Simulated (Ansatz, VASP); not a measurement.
Two plane-wave programs on AlN

Contents of INCAR:

```
SYSTEM = AlN
PREC = Accurate ; ENCUT = 520
EDIFF = 1E-6 ; ISMEAR = 0
SIGMA = 0.05 ; LREAL = .False.
LASPH = .True. ; NELM = 60
ALGO = Normal ; ISIF = 2
LWAVE = .False. ; LCHARG = .False.
GGA = PE ; IBRION = 2
NSW = 50 ; EDIFFG = -0.01
```

The input KPOINTS:

```
regular mesh
0
Gamma
  9 9 6
  0 0 0
```

The input POSCAR:

```
AlN
1.0
    3.1925000000      0.0000000000      0.0000000000
   -1.5962500000      2.7647861016      0.0000000000
    0.0000000000      0.0000000000      5.2176000000
Al N
2 2
Direct
    0.3333333333      0.6666666667      0.0017290859
    0.6666666667      0.3333333333      0.5017290859
    0.3333333333      0.6666666667      0.3832709141
    0.6666666667      0.3333333333      0.8832709141
```

Input for Ansatz:

```yaml
crystal:
  lattice:
    - [3.1925, 0.0, 0.0]
    - [-1.59625, 2.7647861016, 0.0]
    - [0.0, 0.0, 5.2176]
  atoms:
    - { symbol: Al, position: [0.3333333333, 0.6666666667, 0.0017290859] }
    - { symbol: Al, position: [0.6666666667, 0.3333333333, 0.5017290859] }
    - { symbol: "N", position: [0.3333333333, 0.6666666667, 0.3832709141] }
    - { symbol: "N", position: [0.6666666667, 0.3333333333, 0.8832709141] }
basis:
  ecutwfc: 520.0
kpoints:
  mp_grid: { grid: [9, 9, 6] }
hamiltonian:
  xc: pbe
  pseudopotentials: { kind: paw, azcp: { folder: soft_1 } }
scf:
  occupations: { method: gaussian, width: 0.05 }
output:
  forces: true
  stress: true
  eigenvalues: true
relax:
  adjacent_minimum: "off"
  f_tol: 0.01
  max_steps: 30
```

Alike in both runs: task relaxation of the atoms; functional PBE; k mesh 9 × 9 × 6; occupations gaussian, width 0.05 eV; no spin polarisation.

|  | VASP | Ansatz |
| --- | --- | --- |
| version | VASP 6.6.1 | Ansatz 0.2.0 |
| potentials or method | VASP PAW PBE potentials, release 64 (Al, N), cutoff 520 eV | scalar-relativistic, plane waves, PAW |
| valence electrons in the cell | 16 | 16 |

```tsv
	VASP	Ansatz	Ansatz less VASP
gap on the k mesh at the Fermi level, each at its own relaxed structure (eV)	3.45	3.45	-0.002
```

Ansatz's warnings: stress scf threshold loose.
